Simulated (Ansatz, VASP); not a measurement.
## Fe: VASP beside Ansatz

INCAR

```
SYSTEM = Fe
  PREC = Accurate
  ENCUT = 520
  EDIFF = 1E-6
  ISMEAR = -1
  SIGMA = 0.05
  LREAL = .False.
  LASPH = .True.
  NELM = 150
  ALGO = Normal
  ISIF = 2
  LWAVE = .False.
  LCHARG = .True.
  ISPIN = 2
  MAGMOM = 2.618
  LORBIT = 11
  LMAXMIX = 4
  GGA = PE
  LELF = .True.
  LVHAR = .True.
  NBANDS = 14
```

KPOINTS

```
Automatic mesh
0
Gamma
  17 17 17
  0 0 0
```

Contents of POSCAR:

```
Fe
1.0
    0.0000000000      1.7709478508      1.7709478508
    1.7709478508      0.0000000000      1.7709478508
    1.7709478508      1.7709478508      0.0000000000
Fe
1
Direct
    0.0000000000      0.0000000000      0.0000000000
```

Input for Ansatz:

```yaml
crystal:
  lattice:
    - [0.0, 1.7709478508, 1.7709478508]
    - [1.7709478508, 0.0, 1.7709478508]
    - [1.7709478508, 1.7709478508, 0.0]
  atoms:
    - { symbol: Fe, position: [0.0, 0.0, 0.0], spin: 2.618 }
hamiltonian:
  xc: pbe
  pseudopotentials:
    kind: paw
    azcp:
      Fe: "pseudopotentials/Fe.paw.azcp"
basis:
  ecutwfc: 420
  fft_grid_basis: typed
kpoints:
  mp_grid: { grid: [17, 17, 17], shift: [0, 0, 0] }
magnetization:
  spin_polarized: true
scf:
  occupations: { method: fermi_dirac, width: 0.05 }
  lower_state_search: "off"
output:
  stress: true
  write_density: true
  write_potential: true
  elf: true
  volumetric_format: npy
```

Alike in both runs: task single point; functional PBE; k mesh 17 × 17 × 17; occupations fermi-dirac, width 0.05 eV; collinear spin.

```csv
,VASP,Ansatz
version,VASP 6.6.1,Ansatz 0.2.0
potentials or method,"VASP PAW PBE potentials, release 64 (Fe), cutoff 520 eV","plane waves (420 eV) with PAW, scalar-relativistic"
valence electrons in the cell,8,16
```

```tsv
	VASP	Ansatz	Ansatz less VASP
pressure (GPa)	-9.5	-9.7	-0.21
net moment per atom (μB)	1.25	1.20	-0.045
size of the moment on the site where the two differ most (μB)	1.24	1.22	-0.018
```

Site moments also hang on the region over which each program counts them. VASP's potentials hold 8 valence electrons a cell and Ansatz's 16, so a difference there can come from the potentials and not from the codes. Ansatz's warnings: spin hold released.
